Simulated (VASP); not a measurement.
# K8MgZn7F24 (P1) in VASP: further runs

K8MgZn7F24 is run at these levels: PBEsol, r2SCAN; tasks: single point.

Everything below comes from runs of VASP 6.6.1. Logs are shortened: lines on timing, memory, paths and dates and some standing lists are left out, and cuts for length are marked.

**1. The cell of the first run**

The typed cell holds 40 atoms: a = 8.090 Å, b = 8.090 Å, c = 8.090 Å, α = 90.00°, β = 90.00°, γ = 90.00°.

**2. Single point, PBEsol**

Input file INCAR:

```
SYSTEM = K8MgZn7F24
PREC = Accurate
ENCUT = 520
EDIFF = 1E-6
ISMEAR = -1
SIGMA = 0.05
LREAL = Auto
LASPH = .TRUE.
NELM = 80
ALGO = Normal
ISIF = 2
LWAVE = .FALSE.
LCHARG = .FALSE.
GGA = PS
NBANDS = 189
ISYM = 0
```

Input file KPOINTS:

```
Automatic mesh
0
Gamma
  1 1 1
  0.25 0.25 0.25
```

Input file POSCAR:

```
K8MgZn7F24
1.0
    8.0900200209      0.0000000000      0.0000000000
    0.0000000000      8.0900200209      0.0000000000
    0.0000000000      0.0000000000      8.0900200209
K Zn Mg F
8 7 1 24
Direct
    0.0000170000      0.9990410000      0.0009780000
    0.0000080000      0.9990190000      0.5010300000
    0.9999930000      0.4991240000      0.0009250000
    0.0000540000      0.4991460000      0.5010990000
    0.4999220000      0.9990220000      0.0009400000
    0.4999500000      0.9990320000      0.5010640000
    0.4999870000      0.4991220000      0.0009950000
    0.4999020000      0.4991220000      0.5010220000
    0.2499800000      0.2490730000      0.2509800000
    0.2499950000      0.2490800000      0.7509900000
    0.2499680000      0.7490740000      0.2510150000
    0.2499850000      0.7490860000      0.7510260000
    0.7499830000      0.2490710000      0.7509690000
    0.7499700000      0.7490730000      0.2510420000
    0.7499750000      0.7490740000      0.7510410000
    0.7499690000      0.2490710000      0.2509840000
    0.2499460000      0.2490990000      0.0011500000
    0.2500280000      0.2490600000      0.5008300000
    0.2500670000      0.7490790000      0.0010570000
    0.2498720000      0.7490590000      0.5009830000
    0.7502620000      0.2493620000      0.0037760000
    0.7496780000      0.2487610000      0.4981920000
    0.7498780000      0.7490950000      0.0011900000
    0.7500650000      0.7490470000      0.5008810000
    0.9971890000      0.2489320000      0.2509680000
    0.9998230000      0.2487070000      0.7507320000
    0.9997980000      0.7488030000      0.2509510000
    0.9999500000      0.7494120000      0.7511260000
    0.5027650000      0.2492110000      0.2510240000
    0.5001490000      0.2494320000      0.7512240000
    0.5001400000      0.7493380000      0.2511460000
    0.5000070000      0.7487540000      0.7509410000
    0.2500110000      0.9992300000      0.2509900000
    0.2503600000      0.9991100000      0.7510290000
    0.2499310000      0.4989140000      0.2509870000
    0.2496090000      0.4990490000      0.7509850000
    0.7503210000      0.0018630000      0.2511110000
    0.7496460000      0.9992340000      0.7512460000
    0.7496250000      0.4962820000      0.2508880000
    0.7503220000      0.4989060000      0.7507770000
```

Potentials or basis: VASP PAW PBE potentials, release 64 (K_sv, Zn, Mg, F).

Launch:

```bash
$ cat potpaw_PBE.64/K_sv/POTCAR potpaw_PBE.64/Zn/POTCAR potpaw_PBE.64/Mg/POTCAR potpaw_PBE.64/F/POTCAR > POTCAR
$ mpirun -np 1 vasp_std > vasp.out
```

OUTCAR:

```text
SYSTEM = K8MgZn7F24
   PREC = Accurate
   ENCUT = 520
   EDIFF = 1E-6
   ISMEAR = -1
   LREAL = Auto
   LASPH = .TRUE.
   NELM = 80
   ISIF = 2
   GGA = PS
   ISYM = 0

 ion  position               nearest neighbor table
   1  0.000  0.999  0.001-  28 2.86  16 3.50
   2  0.000  0.999  0.501-  26 2.86  37 2.86  16 3.50
   3  1.000  0.499  0.001-  21 2.86  36 2.86  16 3.50
   4  0.000  0.499  0.501-  40 2.86  36 2.86  16 3.50
   5  0.500  0.999  0.001-  38 2.86  34 2.86  16 3.50
   6  0.500  0.999  0.501-  22 2.86  34 2.86  31 2.86  16 3.50
   7  0.500  0.499  0.001-  30 2.86  39 2.86  16 3.50
   8  0.500  0.499  0.501-  32 2.86  16 3.50
   9  0.250  0.249  0.251-  17 2.02  35 2.02  33 2.02  18 2.02  29 2.05  25 2.05
  10  0.250  0.249  0.751-  36 2.02  34 2.02  30 2.02  18 2.02  17 2.02  26 2.02
  11  0.250  0.749  0.251-  19 2.02  20 2.02  33 2.02  35 2.02  27 2.02  31 2.02
  12  0.250  0.749  0.751-  32 2.02  34 2.02  19 2.02  28 2.02  36 2.02  20 2.02
  13  0.750  0.249  0.751-  30 2.02  40 2.02  38 2.02  26 2.02  22 2.04  21 2.05
  14  0.750  0.749  0.251-  27 2.02  31 2.02  24 2.02  23 2.02  37 2.05  39 2.05
  15  0.750  0.749  0.751-  32 2.02  28 2.02  23 2.02  24 2.02  38 2.02  40 2.02
  16  0.750  0.249  0.251-  29 2.00  37 2.00  21 2.00  22 2.00  39 2.00  25 2.00   7 3.50   1 3.50
                             3 3.50   2 3.50   6 3.50   5 3.50   8 3.50   4 3.50
  17  0.250  0.249  0.001-   9 2.02  10 2.02
  18  0.250  0.249  0.501-   9 2.02  10 2.02
  19  0.250  0.749  0.001-  11 2.02  12 2.02
  20  0.250  0.749  0.501-  11 2.02  12 2.02
  21  0.750  0.249  0.004-  16 2.00  13 2.05   3 2.86
  22  0.750  0.249  0.498-  16 2.00  13 2.04   6 2.86
  23  0.750  0.749  0.001-  14 2.02  15 2.02
  24  0.750  0.749  0.501-  14 2.02  15 2.02
  25  0.997  0.249  0.251-  16 2.00   9 2.05
  26  1.000  0.249  0.751-  13 2.02  10 2.02   2 2.86
  27  1.000  0.749  0.251-  14 2.02  11 2.02
  28  1.000  0.749  0.751-  15 2.02  12 2.02   1 2.86
  29  0.503  0.249  0.251-  16 2.00   9 2.05
  30  0.500  0.249  0.751-  13 2.02  10 2.02   7 2.86
  31  0.500  0.749  0.251-  14 2.02  11 2.02   6 2.86
  32  0.500  0.749  0.751-  15 2.02  12 2.02   8 2.86
  33  0.250  0.999  0.251-   9 2.02  11 2.02
  34  0.250  0.999  0.751-  10 2.02  12 2.02   5 2.86   6 2.86
  35  0.250  0.499  0.251-   9 2.02  11 2.02
  36  0.250  0.499  0.751-  10 2.02  12 2.02   4 2.86   3 2.86
  37  0.750  0.002  0.251-  16 2.00  14 2.05   2 2.86
  38  0.750  0.999  0.751-  13 2.02  15 2.02   5 2.86
  39  0.750  0.496  0.251-  16 2.00  14 2.05   7 2.86
  40  0.750  0.499  0.751-  13 2.02  15 2.02   4 2.86

IMPORTANT INFORMATION: All symmetrisations will be switched off!
NOSYMM: (Re-)initialisation of all symmetry stuff for point group C_1.

----------------------------------------------------------------------------------------

                                     Primitive cell

  volume of cell :     529.4791

  direct lattice vectors                    reciprocal lattice vectors
     8.090020021  0.000000000  0.000000000     0.123609088  0.000000000  0.000000000
     0.000000000  8.090020021  0.000000000     0.000000000  0.123609088  0.000000000
     0.000000000  0.000000000  8.090020021     0.000000000  0.000000000  0.123609088

  length of vectors
     8.090020021  8.090020021  8.090020021     0.123609088  0.123609088  0.123609088

  position of ions in fractional coordinates (direct lattice)
     0.000017000  0.999041000  0.000978000
     0.000008000  0.999019000  0.501030000
     0.999993000  0.499124000  0.000925000
     0.000054000  0.499146000  0.501099000
     0.499922000  0.999022000  0.000940000
     0.499950000  0.999032000  0.501064000
[... 32 lines left out ...]
     0.749625000  0.496282000  0.250888000
     0.750322000  0.498906000  0.750777000

  ion indices of the primitive-cell ions
   primitive index   ion index
                 1           1
                 2           2
                 3           3
                 4           4
                 5           5
                 6           6
[... 32 lines left out ...]
                39          39
                40          40

----------------------------------------------------------------------------------------

 KPOINTS: Automatic mesh

Automatic generation of k-mesh.
 Grid dimensions read from file:
 generate k-points for:    1    1    1

 Generating k-lattice:

  Cartesian coordinates                     Fractional coordinates (reciprocal lattice)
     0.123609088  0.000000000  0.000000000     1.000000000  0.000000000  0.000000000
     0.000000000  0.123609088  0.000000000     0.000000000  1.000000000  0.000000000
     0.000000000  0.000000000  0.123609088     0.000000000  0.000000000  1.000000000

  Length of vectors
     0.123609088  0.123609088  0.123609088

  Shift w.r.t. Gamma in fractional coordinates (k-lattice)
     0.250000000  0.250000000  0.250000000

 Subroutine IBZKPT returns following result:
 ===========================================

 Found      4 irreducible k-points:

 Following reciprocal coordinates:
            Coordinates               Weight
  0.250000  0.250000  0.250000      2.000000
 -0.250000  0.250000  0.250000      2.000000
 -0.250000 -0.250000  0.250000      2.000000
  0.250000 -0.250000  0.250000      2.000000
   k-points           NKPTS =      4   k-points in BZ     NKDIM =      4   number of bands    NBANDS=    189
   number of dos      NEDOS =    301   number of ions     NIONS =     40
   total plane-waves  NPLWV = 216000
   dimension x,y,z NGX =    60 NGY =   60 NGZ =   60
   dimension x,y,z NGXF=   120 NGYF=  120 NGZF=  120
   ions per type =               8   7   1  24
   NGX,Y,Z   is equivalent  to a cutoff of  12.33, 12.33, 12.33 a.u.
   NGXF,Y,Z  is equivalent  to a cutoff of  24.66, 24.66, 24.66 a.u.
 SYSTEM =  K8MgZn7F24
   PREC   = accura    normal or accurate (medium, high low for compatibility)
   ISTART =      0    job   : 0-new  1-cont  2-samecut
   ICHARG =      2    charge: 1-file 2-atom 10-const
   ISPIN  =      1    spin polarized calculation?
   LNONCOLLINEAR =      F non collinear calculations
   LSORBIT =      F    spin-orbit coupling
   LASPH  =      T    aspherical Exc in radial PAW
   ENCUT  =  520.0 eV  38.22 Ry    6.18 a.u.  15.04 15.04 15.04*2*pi/ulx,y,z
   NELM   =     80;   NELMIN=  2; NELMDL= -5     # of ELM steps
   EDIFF  = 0.1E-05   stopping-criterion for ELM
   LREAL  =      T    real-space projection
   EDIFFG = 0.1E-04   stopping-criterion for IOM
   NSW    =      0    number of steps for IOM
   IBRION =     -1    ionic relax: 0-MD 1-quasi-New 2-CG
   NFREE  =      0    steps in history (QN), initial steepest desc. (CG)
   ISIF   =      2    stress and relaxation
   ISYM   =      0    0-nonsym 1-usesym 2-fastsym
   POTIM  = 0.5000    time-step for ionic-motion
   TEBEG  =    0.0;   TEEND  =   0.0 temperature during run
   PSTRESS=    0.0 pullay stress
   NELECT =     326.0000    total number of electrons
   NUPDOWN=      -1.0000    fix difference up-down
   EMIN   =  10.00;   EMAX   =-10.00  energy-range for DOS
   EFERMI =   0.00;   METHOD = LEGACY
   ISMEAR =    -1;   SIGMA  =   0.05  broadening in eV -4-tet -1-fermi 0-gaus
   EFERMI_NEDOS =   21; number of points for ismear=-14 and -15
   IALGO  =     38    algorithm
   IMIX   =      4    mixing-type and parameters
     AMIX     =   0.40;   BMIX     =  1.00
     AMIX_MAG =   1.60;   BMIX_MAG =  1.00
  volume/ion in A,a.u.               =      13.24        89.33
  Fermi-wavevector in a.u.,A,eV,Ry     =   1.392722  2.631863 26.390875  1.939675
  Thomas-Fermi vector in A             =   2.516437
   LORBIT       =      0    0 simple, 1 ext, 2 COOP (PROOUT), +10 PAW based schemes
   GGA     = PS    functional components
   LHFCALC =     F    Hartree Fock is set to
   AEXX    =    0.0000 exact exchange contribution
   IVDW    =     0    specifies the selected vdW correction
   LEPSILON=     F    determine dielectric tensor
   LRPA    =     F    only Hartree local field effects (RPA)
 non-spin polarized calculation
  energy-cutoff  :      520.00
  volume of cell :      529.48
 maximum number of plane-waves:     14300
   NGX = 31   NGY = 31   NGZ = 31

 number of electron     325.9999896 magnetization

 Free energy of the ion-electron system (eV)
  ---------------------------------------------------
  ext. energy  EPLUGINS =         0.00000000
  ---------------------------------------------------
  free energy    TOTEN  =      -174.63379422 eV

  energy without entropy =     -174.63379422  energy(sigma->0) =     -174.63379422

 E-fermi :   0.1360     XC(G=0): -10.1050

 val. band max:       -1.1445952375   @ k =   0.2500   0.2500   0.2500
 cond. band min:       3.8306060422   @ k =   0.2500  -0.2500   0.2500
 fundamental gap:      4.9752012797
 Fermi energy:         0.1359907234

 k-point     1 :       0.2500    0.2500    0.2500
  band No.  band energies     occupation
      1     -27.7102      2.00000
      2     -27.6956      2.00000
      3     -27.6943      2.00000
      4     -27.6941      2.00000
      5     -27.6833      2.00000
      6     -27.6821      2.00000
[... 167 lines left out ...]
    174       8.0904      0.00000
    175       8.0905      0.00000

 k-point     2 :      -0.2500    0.2500    0.2500
  band No.  band energies     occupation
      1     -27.7102      2.00000
      2     -27.6956      2.00000
      3     -27.6943      2.00000
      4     -27.6941      2.00000
      5     -27.6833      2.00000
      6     -27.6821      2.00000
[... 167 lines left out ...]
    174       8.0896      0.00000
    175       8.0901      0.00000

 k-point     3 :      -0.2500   -0.2500    0.2500
  band No.  band energies     occupation
      1     -27.7102      2.00000
      2     -27.6956      2.00000
      3     -27.6943      2.00000
      4     -27.6941      2.00000
      5     -27.6833      2.00000
      6     -27.6821      2.00000
[... 167 lines left out ...]
    174       8.0898      0.00000
    175       8.0901      0.00000

 k-point     4 :       0.2500   -0.2500    0.2500
  band No.  band energies     occupation
      1     -27.7102      2.00000
      2     -27.6956      2.00000
      3     -27.6943      2.00000
      4     -27.6941      2.00000
      5     -27.6833      2.00000
      6     -27.6821      2.00000
[... 167 lines left out ...]
    174       8.0896      0.00000
    175       8.0901      0.00000
 [bands above 175 left out]

------------------------ aborting loop because EDIFF is reached ----------------------------------------

  FORCE on cell =-STRESS in cart. coord.  units (eV):
  Direction    XX          YY          ZZ          XY          YZ          ZX
  --------------------------------------------------------------------------------------
  -------------------------------------------------------------------------------------
  Total        0.8853218      0.8521221      0.8497155      0.0034114      0.0271998      0.0021498
  in kB        2.6789398      2.5784790      2.5711969      0.0103226      0.0823052      0.0065051
  external PRESSURE =       2.6095386 kB  Pullay stress =       0.0000000 kB

 VOLUME and BASIS-vectors are now :
 -----------------------------------------------------------------------------
  energy-cutoff  :      520.00
  volume of cell :      529.48
      direct lattice vectors                 reciprocal lattice vectors
     8.090020021  0.000000000  0.000000000     0.123609088  0.000000000  0.000000000
     0.000000000  8.090020021  0.000000000     0.000000000  0.123609088  0.000000000
     0.000000000  0.000000000  8.090020021     0.000000000  0.000000000  0.123609088

 POSITION                                       TOTAL-FORCE (eV/Angst)
 -----------------------------------------------------------------------------------
      0.00014      8.08226      0.00791        -0.000098     -0.001790      0.001940
      0.00006      8.08208      4.05334         0.000164     -0.002304      0.002224
      8.08996      4.03792      0.00748         0.000119     -0.001165      0.002133
      0.00044      4.03810      4.05390        -0.000065     -0.002498      0.001595
      4.04438      8.08211      0.00760         0.000260     -0.001322      0.002233
      4.04461      8.08219      4.05362        -0.000713     -0.001983      0.002545
[... 32 lines left out ...]
      6.06448      4.01493      2.02969         0.006232     -0.072522      0.003342
      6.07012      4.03616      6.07380        -0.000675      0.001049      0.000867
 -----------------------------------------------------------------------------------
    total drift:                                0.001195      0.007761     -0.014705

  FREE ENERGIE OF THE ION-ELECTRON SYSTEM (eV)
  ---------------------------------------------------
  free  energy   TOTEN  =      -174.6337942174 eV

  energy  without entropy=     -174.6337942173  energy(sigma->0) =     -174.63379422
```

Wall time 25 min (1 thread of Intel Xeon 8259CL, shared host); peak memory 0.66 GiB.

Results:

```
Free energy            : -174.6338 eV
Pressure               : 0.3 GPa
Largest force          : 0.074 eV/Å
Band gap on the k mesh : 4.98 eV
```

Forces on the atoms (eV/Å):
```
K    0.000 -0.002  0.002
K    0.000 -0.002  0.002
K    0.000 -0.001  0.002
K    0.000 -0.002  0.002
K    0.000 -0.001  0.002
K   -0.001 -0.002  0.003
K   -0.001 -0.001  0.001
K    0.000 -0.002  0.002
Zn  -0.001  0.002 -0.001
Zn  -0.001  0.002 -0.002
Zn   0.000  0.001 -0.002
Zn   0.000  0.001 -0.002
Zn   0.000  0.002 -0.001
Zn   0.000  0.001 -0.002
Zn   0.000  0.002 -0.003
Mg   0.001 -0.002  0.004
F   -0.001 -0.001 -0.001
F    0.000  0.001  0.000
F    0.000  0.000 -0.001
F    0.001  0.001  0.000
F   -0.004 -0.005  0.072
F    0.004  0.004 -0.071
F    0.000 -0.001 -0.001
F   -0.001  0.002  0.000
F   -0.074  0.005  0.004
F    0.000  0.002  0.003
F    0.002  0.002  0.000
F   -0.001  0.000 -0.002
F    0.073 -0.005 -0.003
F    0.001  0.000 -0.003
F    0.000 -0.002 -0.002
F    0.000  0.000  0.001
F   -0.001  0.001 -0.002
F   -0.002  0.001  0.000
F    0.002  0.002  0.000
F    0.001  0.001  0.000
F   -0.005  0.072 -0.003
F    0.000  0.000 -0.001
F    0.006 -0.073  0.003
F   -0.001  0.001  0.001
```

Caveat: the PAW data sets were made with another functional, which shifts forces and pressure a little; a shifted mesh leaves out Γ, where band edges can lie. A k mesh can miss the band edges.

**3. Single point, r2SCAN**

Edit POSCAR of step 2 so:

```diff
@@ -2,5 +2,5 @@
 1.0
-    8.0900200209      0.0000000000      0.0000000000
-    0.0000000000      8.0900200209      0.0000000000
-    0.0000000000      0.0000000000      8.0900200209
+    8.0900200000      0.0000000000      0.0000000000
+    0.0000000000      8.0900200000      0.0000000000
+    0.0000000000      0.0000000000      8.0900200000
 K Zn Mg F
```

Input file INCAR.step1:

```
SYSTEM = K8MgZn7F24
ALGO     = Normal         ! electronic algorithm
EDIFF    = 1E-4           ! SCF threshold, eV
ENCUT    = 520            ! plane-wave cutoff, eV
GGA      = PE             ! functional
ISMEAR   = -1             ! smearing method
ISYM     = 0            
LASPH    = .True.         ! aspherical terms in the spheres
LCHARG   = .False.        ! write CHGCAR
LREAL    = Auto         
LWAVE    = .True.         ! write WAVECAR
NBANDS   = 189            ! bands
NELM     = 80             ! most SCF steps
PREC     = Accurate       ! precision mode
SIGMA    = 0.05           ! smearing width, eV
```

Input file INCAR.step2:

```
SYSTEM = K8MgZn7F24
ALGO     = Normal         ! electronic algorithm
EDIFF    = 1E-6           ! SCF threshold, eV
ENCUT    = 520            ! plane-wave cutoff, eV
ISIF     = 2              ! what is computed and relaxed
ISMEAR   = -1             ! smearing method
ISTART   = 1            
ISYM     = 0            
LASPH    = .True.         ! aspherical terms in the spheres
LCHARG   = .True.         ! write CHGCAR
LELF     = .True.         ! ELF
LMIXTAU  = .True.       
LREAL    = Auto         
LVHAR    = .True.       
LWAVE    = .False.        ! write WAVECAR
METAGGA  = R2SCAN         ! meta-GGA
NBANDS   = 189            ! bands
NELM     = 80             ! most SCF steps
PREC     = Accurate       ! precision mode
SIGMA    = 0.05           ! smearing width, eV
```

KPOINTS is that of step 2.

Potentials or basis: VASP PAW PBE potentials, release 64 (K_sv, Zn, Mg, F).

Launch:

```bash
$ cat potpaw_PBE.64/K_sv/POTCAR potpaw_PBE.64/Zn/POTCAR potpaw_PBE.64/Mg/POTCAR potpaw_PBE.64/F/POTCAR > POTCAR
$ cp INCAR.step1 INCAR
$ mpirun -np 1 vasp_std > vasp.out
$ cp INCAR.step2 INCAR
$ mpirun -np 1 vasp_std > vasp.out
```

It took 79 min on 1 thread of Intel Xeon 8259CL, shared host; peak memory 0.73 GiB.

It converged, with:

```
Free energy            : -305.8936 eV
Pressure               : -0.2 GPa
Largest force          : 0.134 eV/Å
Band gap on the k mesh : 5.89 eV
```

Forces on the atoms (eV/Å):
```
K   -0.002 -0.010  0.014
K   -0.001 -0.011  0.012
K   -0.002 -0.011  0.014
K   -0.001 -0.014  0.011
K    0.001 -0.009  0.014
K    0.000 -0.011  0.012
K    0.000 -0.012  0.013
K    0.001 -0.012  0.012
Zn   0.000  0.042 -0.043
Zn  -0.001  0.041 -0.043
Zn   0.002  0.040 -0.044
Zn   0.000  0.039 -0.045
Zn   0.001  0.042 -0.039
Zn   0.002  0.038 -0.047
Zn   0.001  0.040 -0.046
Mg   0.001 -0.010  0.013
F   -0.001 -0.010  0.006
F    0.000 -0.008  0.000
F   -0.001 -0.009  0.003
F    0.002 -0.008  0.002
F   -0.005 -0.015  0.133
F    0.004 -0.005 -0.115
F    0.000 -0.011  0.006
F   -0.002 -0.007  0.000
F   -0.126 -0.004  0.014
F   -0.004 -0.007  0.014
F   -0.001 -0.007  0.010
F   -0.002 -0.010  0.008
F    0.125 -0.015  0.007
F    0.004 -0.011  0.007
F    0.003 -0.012  0.008
F    0.001 -0.009  0.012
F   -0.002  0.001  0.008
F   -0.003 -0.001  0.010
F    0.002 -0.005  0.010
F    0.002 -0.004  0.010
F   -0.006  0.116  0.006
F    0.000 -0.001  0.008
F    0.007 -0.133  0.014
F   -0.001 -0.006  0.011
```

Levels at points of the mesh, in eV from the valence-band top:
```csv
k point,band 161,band 162,band 163,band 164,band 165,band 166
"(0.25, 0.25, 0.25)",-0.02,-0.02,0.00,5.89,7.37,7.37
```

Caveat: the PAW data sets were made with another functional, which shifts forces and pressure a little; a shifted mesh leaves out Γ, where band edges can lie. A k mesh can miss the band edges.
